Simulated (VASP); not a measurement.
Wanted: the native input for a VASP 6.6.1 run.

- Task: single point
- Functional: r2SCAN
- Potentials or basis: VASP PAW PBE potentials, release 64 (Al, Au)
- Cutoff: 520 eV
- k mesh: 9 × 9 × 9, shifted
- Occupations: methfessel-paxton, width 0.2 eV
- Spin: no spin polarisation
- Dipole correction: no
- Further INCAR settings: ALGO = Normal; EDIFF = 1e-07; NBANDS = 14

Crystal: AlAu.

```
Al Au
1.0
     3.22394    0.00000    0.00000
     0.00000    3.22394    0.00000
     0.00000    0.00000    3.22394
Al Au
1 1
Direct
  0.00000 0.00000 0.00000
  0.50000 0.50000 0.53102
```

The input as run:

POSCAR

```
AlAu
1.0
    3.2239420000      0.0000000000      0.0000000000
    0.0000000000      3.2239420000      0.0000000000
    0.0000000000      0.0000000000      3.2239420000
Al Au
1 1
Direct
    0.0000000000      0.0000000000      0.0000000000
    0.5000000000      0.5000000000      0.5310179277
```

INCAR.step1

```
ALGO = Normal ; EDIFF = 1E-4
ENCUT = 520 ; GGA = PE
ISMEAR = 1 ; LASPH = T
LCHARG = F ; LREAL = F
LWAVE = T ; NBANDS = 14
NELM = 60 ; PREC = Accurate
SIGMA = 0.2
```

INCAR.step2

```
ALGO = Normal ; EDIFF = 1E-7
ENCUT = 520 ; ISIF = 2
ISMEAR = 1 ; ISTART = 1
LASPH = T ; LCHARG = F
LMIXTAU = T ; LREAL = F
LWAVE = F ; METAGGA = R2SCAN
NBANDS = 14 ; NELM = 60
PREC = Accurate ; SIGMA = 0.2
```

KPOINTS

```
Automatic mesh
0
Gamma
  9 9 9
  0.5 0.5 0.5
```

Potentials or basis: VASP PAW PBE potentials, release 64 (Al, Au).

Launch:

```console
$ cat potpaw_PBE.64/Al/POTCAR potpaw_PBE.64/Au/POTCAR > POTCAR
$ cp INCAR.step1 INCAR
$ mpirun -np 1 vasp_std > vasp.out
$ cp INCAR.step2 INCAR
$ mpirun -np 1 vasp_std > vasp.out
```

It gave:

```json
{"Pressure": "-4.8 GPa", "Largest force": "0.135 eV/Å", "Band gap on the k mesh": "zero (band 7 reaches 12.12 eV, above the bottom of band 8 at 8.19 eV)"}
```

Caveat: the PAW data sets were made with another functional, which shifts forces and pressure a little; spin-orbit coupling is left out, which moves the levels of the heavy elements.

It took 2.9 min on 1 thread of AMD EPYC 9R45, with other jobs on the host, peak memory 0.14 GiB.
